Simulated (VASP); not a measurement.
Set up this calculation in VASP 6.6.1, as the native input.

```yaml
Task: single point
Functional: PBE
Potentials_or_basis: VASP PAW PBE potentials, release 64 (Hf_pv, B)
Cutoff: 520 eV
k_mesh: 9 × 9 × 9
Occupations: fermi-dirac, width 0.15 eV
Spin: no spin polarisation
Dipole_correction: no
Further_INCAR_settings: ALGO = Normal; EDIFF = 1e-06; NBANDS = 14
```

The structure of HfB lies in POSCAR:

```
HfB
1.0
    0.0000000000      2.3626890713      2.3626890713
    2.3626890713      0.0000000000      2.3626890713
    2.3626890713      2.3626890713      0.0000000000
Hf B
1 1
Direct
    0.5000000000      0.5000000000      0.5000000000
    0.0000000000      0.0000000000      0.0000000000
```

These files were run (other wordings do the same):

INCAR

```
SYSTEM = HfB
  PREC = Accurate
  ENCUT = 520
  EDIFF = 1E-6
  ISMEAR = -1
  SIGMA = 0.15
  LREAL = .FALSE.
  LASPH = .TRUE.
  NELM = 100
  ALGO = Normal
  ISIF = 2
  LWAVE = .FALSE.
  LCHARG = .FALSE.
  GGA = PE
  NBANDS = 14
```

KPOINTS

```
Automatic mesh
0
G
  9 9 9
  0 0 0
```

Potentials or basis: VASP PAW PBE potentials, release 64 (Hf_pv, B).

Run with:

```console
$ cat potpaw_PBE.64/Hf_pv/POTCAR potpaw_PBE.64/B/POTCAR > POTCAR
$ mpirun -np 1 vasp_std > vasp.out
```

Results of the run:

The pressure is 13.7 GPa.

It took 26 s on 1 thread of Intel(R) Xeon(R) Platinum 8259CL CPU @ 2.50GHz (Skylake/Cascade Lake), with other jobs on the host, peak memory 0.16 GiB.
